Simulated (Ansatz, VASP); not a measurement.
# As: VASP beside Ansatz

```
As
1.0
     2.69612    0.00000    0.00000
     0.00000    2.69612    0.00000
     0.00000    0.00000    2.69612
As
1
Direct
  0.00000 0.00000 0.00000
```

Alike in both runs: task single point; functional BLYP; k mesh 13 × 13 × 13; occupations fermi-dirac, width 0.1 eV; no spin polarisation.

```csv
,VASP,Ansatz
version,VASP 6.6.1,Ansatz 0.2.0
potentials or method,"VASP PAW PBE potentials, release 64 (As), cutoff 520 eV","plane waves (420 eV) with PAW, scalar-relativistic"
valence electrons in the cell,5,15
```

```csv
,VASP,Ansatz,Ansatz less VASP
pressure (GPa),10.4,9.9,-0.48
```

VASP's potentials were made for PBE, not for BLYP. VASP's potentials hold 5 valence electrons a cell and Ansatz's 15, so a difference there can come from the potentials and not from the codes.
